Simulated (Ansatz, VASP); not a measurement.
HfN: VASP beside Ansatz

```xyz
2
Lattice="0.0000 2.2746 2.2746 2.2746 0.0000 2.2746 2.2746 2.2746 0.0000" Properties=species:S:1:pos:R:3 pbc="T T T"
Hf    2.2746    2.2746    2.2746
N     0.0000    0.0000    0.0000
```

Alike in both runs: task single point; functional r2SCAN; k mesh 12 × 12 × 12; occupations gaussian, width 0.05 eV; no spin polarisation.

```csv
,VASP,Ansatz
version,VASP 6.6.1,Ansatz 0.2.0
potentials or method,"VASP PAW PBE potentials, release 64 (Hf_pv, N), cutoff 520 eV","scalar-relativistic, plane waves, PAW"
valence electrons in the cell,15,31
```

VASP gave:

```
gap on the k mesh at the Fermi level (eV) : none
pressure (GPa)                            : -7.0
```

**Question.** Estimate Ansatz's values.

**Answer.** gap on the k mesh at the Fermi level (eV): none; pressure (GPa): -4.4.

VASP's potentials were made for PBE, not for r2SCAN. A gap of «none» marks a metal or a gap that the smearing closes. VASP's potentials hold 15 valence electrons a cell and Ansatz's 31, so a difference there can come from the potentials and not from the codes.

Neither program's run includes spin-orbit coupling.
